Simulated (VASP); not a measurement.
Wanted: the native input for a VASP 6.6.1 run.

| Quantity | Value |
| --- | --- |
| Task | single point |
| Functional | PBEsol |
| Potentials or basis | VASP PAW PBE potentials, release 64 (S) |
| Cutoff | 520 eV |
| k mesh | 16 × 16 × 9 |
| Occupations | fermi-dirac, width 0.02 eV |
| Spin | no spin polarisation |
| Dipole correction | no |
| Further INCAR settings | ALGO = Normal; EDIFF = 1e-06; NBANDS = 13 |

The structure of S lies in POSCAR:

```
S
1.0
    3.2568944866      0.0000000000      0.0000000000
   -1.6284472433      2.8205533628      0.0000000000
    0.0000000000      0.0000000000      3.4868721955
S
2
Direct
    0.3333333333      0.6666666667      0.2500000000
    0.6666666667      0.3333333333      0.7500000000
```

The input as run:

INCAR

```
SYSTEM = S
PREC = Accurate ; ENCUT = 520
EDIFF = 1E-6 ; ISMEAR = -1
SIGMA = 0.02 ; LREAL = .False.
LASPH = .True. ; NELM = 80
ALGO = Normal ; ISIF = 2
LWAVE = .False. ; LCHARG = .True.
GGA = PS ; LELF = .True.
LVHAR = .True. ; NBANDS = 13
```

KPOINTS

```
regular mesh
0
Gamma
  16 16 9
  0 0 0
```

Potentials or basis: VASP PAW PBE potentials, release 64 (S).

The run is started by

```bash
$ cat potpaw_PBE.64/S/POTCAR > POTCAR
$ mpirun -np 1 vasp_std > vasp.out
```

It gave:

```yaml
Pressure: 0.1 GPa
Band_gap_on_the_k_mesh: zero (band 6 reaches 8.59 eV, above the bottom of band 7 at 6.49 eV)
```

Caveat: the PAW data sets were made with another functional, which shifts forces and pressure a little.

Wall time 51 s on 1 thread of AMD EPYC 7R43 64-Core Processor (Zen 3), on a shared host, peak memory 0.13 GiB.
